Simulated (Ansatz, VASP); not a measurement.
# Ta19W in VASP and in Ansatz

```
CELL_PARAMETERS angstrom
5.68185 0.00000 0.00000
-1.89395 5.35690 0.00000
0.00000 0.00000 21.27839
ATOMIC_POSITIONS crystal
Ta 0.00000 0.00000 0.28843
Ta 0.00000 0.50000 0.28766
Ta 0.50000 0.00000 0.28766
Ta 0.50000 0.50000 0.28849
Ta 0.25318 0.25318 0.39347
Ta 0.24919 0.75081 0.39138
Ta 0.75081 0.24919 0.39138
Ta 0.74682 0.74682 0.39347
Ta 0.50000 0.00000 0.50000
Ta 0.00000 0.50000 0.50000
Ta 0.00000 0.00000 0.50000
Ta 0.74682 0.74682 0.60653
Ta 0.75081 0.24919 0.60862
Ta 0.24919 0.75081 0.60862
Ta 0.25318 0.25318 0.60653
Ta 0.00000 0.00000 0.71157
Ta 0.00000 0.50000 0.71234
Ta 0.50000 0.00000 0.71234
Ta 0.50000 0.50000 0.71151
W 0.50000 0.50000 0.50000
```

Alike in both runs: functional PBEsol; k mesh 5 × 5 × 1; occupations methfessel-paxton of order 1, width 0.1 eV; no spin polarisation.

Ansatz relaxed the structure, and its values are those at the end. VASP's run is a single point on that final structure, the one shown.

```csv
,VASP,Ansatz
version,VASP 6.6.1,Ansatz 0.2.0
potentials or method,"VASP PAW PBE potentials, release 64 (Ta_pv, W_sv), cutoff 520 eV","scalar-relativistic, plane waves, PAW"
valence electrons in the cell,223,261
```

|  | VASP | Ansatz | Ansatz less VASP |
| --- | --- | --- | --- |
| gap on the k mesh at the Fermi level (eV) | none | none | - |
| rms of the force components (eV/Å) | 0.017 | 0.017 | +0.0001 |

VASP's potentials were made for PBE, not for PBEsol, and Ansatz warns of the same on its side. A gap of «none» marks a metal or a gap that the smearing closes. VASP's potentials hold 223 valence electrons a cell and Ansatz's 261, so a difference there can come from the potentials and not from the codes. Ansatz's warnings: vacuum density over bound.

Neither program's run includes spin-orbit coupling.
